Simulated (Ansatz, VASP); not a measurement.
One calculation of NbBr3, two programs

The input INCAR:

```
SYSTEM = NbBr3
ALGO = Normal
EDIFF = 1E-6
ENCUT = 500
GGA = PE
GGA_COMPAT = .FALSE.
ISIF = 2
ISMEAR = 0
ISPIN = 2
KPAR = 4
LASPH = .TRUE.
LCHARG = .FALSE.
LMAXMIX = 4
LORBIT = 11
LREAL = .FALSE.
LWAVE = .FALSE.
MAGMOM = 1.15 -1.15 0 0 0 0 0 0
NBANDS = 48
NELM = 200
PREC = Accurate
SIGMA = 0.05
```

Contents of KPOINTS:

```
k-points
0
G
  6 6 3
  0 0 0
```

POSCAR

```
NbBr3
1.0
    5.1966798028      0.0000000000      0.0000000000
    0.0000000000      5.2897315567      5.2373579768
    0.0000000000      0.0000000001     10.4747159538
Nb Br
2 6
Direct
    0.0000000000      0.0000000000      0.0000000000
    0.0000000000      0.0000000000      0.5000000000
    0.5000000000      0.0000000000      0.0000000000
    0.0000000000      0.0000000000      0.2499999511
    0.0000000000      0.4999999022      0.7500000489
    0.5000000000      0.0000000000      0.5000000000
    0.0000000000      0.0000000000      0.7500000489
    0.0000000000      0.5000000978      0.2499999511
```

Input for Ansatz:

```yaml
crystal:
  lattice:
    - [5.1966798028, 0.0, 0.0]
    - [0.0, 5.2897315567, 5.2373579768]
    - [0.0, 1.0e-10, 10.4747159538]
  atoms:
    - { symbol: Nb, position: [0.0, 0.0, 0.0], spin: 1.15 }
    - { symbol: Br, position: [0.5, 0.0, 0.0] }
    - { symbol: Br, position: [0.0, 0.0, 0.2499999511] }
    - { symbol: Br, position: [0.0, 0.4999999022, 0.7500000489] }
    - { symbol: Nb, position: [0.0, 0.0, 0.5], spin: -1.15 }
    - { symbol: Br, position: [0.5, 0.0, 0.5] }
    - { symbol: Br, position: [0.0, 0.0, 0.7500000489] }
    - { symbol: Br, position: [0.0, 0.5000000978, 0.2499999511] }
basis:
  ecutwfc: 420
  ecutrho_ratio: 4
kpoints:
  mp_grid: { grid: [6, 6, 3] }
hamiltonian:
  xc: pbe
scf:
  occupations: { method: gaussian, width: 0.05 }
output:
  forces: true
  stress: true
  eigenvalues: true
  populations: true
magnetization:
  spin_polarized: true
```

Change from the starting cell: strain e2 = +0.01, atoms carried along.

Alike in both runs: task single point; functional PBE; k mesh 6 × 6 × 3; occupations gaussian, width 0.05 eV; collinear spin.

```csv
,VASP,Ansatz
version,VASP 6.6.1,Ansatz 0.2.0
potentials or method,"VASP PAW PBE potentials, release 64 (Nb_sv, Br), cutoff 500 eV","scalar-relativistic, plane waves, PAW"
valence electrons in the cell,68,68
```

```tsv
	VASP	Ansatz	Ansatz less VASP
gap on the k mesh at the Fermi level (eV)	none	none	-
pressure (GPa)	-0.4	-0.4	+0.05
net moment per atom (μB)	0.00	0.00	0.000
size of the moment on the site where the two differ most (μB)	1.19	1.06	-0.131
```

Site moments also hang on the region over which each program counts them. A gap of «none» marks a metal or a gap that the smearing closes. The functional is the same, so the differences come from potentials, cutoffs and numerics. Ansatz's warnings: anti translation declined.
